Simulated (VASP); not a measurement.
## MgTe4: single point with PBE

The system is MgTe4.

```
Mg Te
1.0
     3.30800    1.90988    4.42975
    -3.30800    1.90988    4.42975
     0.00000   -3.81975    4.42975
Mg Te
1 4
Direct
  0.00000 0.00000 0.00000
  0.00000 0.00000 0.50000
  0.50000 0.00000 0.00000
  0.00000 0.50000 0.00000
  0.50000 0.50000 0.50000
```

| Item | Value |
| --- | --- |
| Program | VASP 6.6.1 |
| Task | single point |
| Functional | PBE |
| Potentials or basis | VASP PAW PBE potentials, release 64 (Mg, Te) |
| Cutoff | 520 eV |
| k mesh | 6 × 6 × 6 |
| Occupations | gaussian, width 0.1 eV |
| Spin | no spin polarisation |

The pressure is -0.1 GPa and the band gap on the k mesh is zero (band 13 reaches 5.50 eV, above the bottom of band 14 at 3.54 eV).

Levels at points of the mesh, in eV from the Fermi level:
```tsv
k point	band 9	band 10	band 11	band 12	band 13	band 14	band 15	band 16	band 17	band 18
(0.00, 0.00, 0.00)	-2.11	-2.11	-0.74	-0.19	0.64	0.64	0.70	3.05	3.25	3.25
(0.50, 0.00, 0.00)	-2.64	-1.98	-1.75	-1.56	-1.24	-1.16	1.49	1.90	2.27	3.82
(0.50, 0.50, 0.00)	-2.10	-2.06	-1.67	-1.36	-1.15	-0.33	1.58	1.92	3.72	3.74
(0.50, 0.50, 0.50)	-1.28	-1.28	-0.37	0.79	0.79	0.85	2.98	2.98	3.17	3.17
```

It took 73 s on 1 thread of Intel Xeon 6975P-C, with other jobs on the host, peak memory 0.37 GiB.

Caveat: spin-orbit coupling is left out, which moves the levels of the heavy elements.
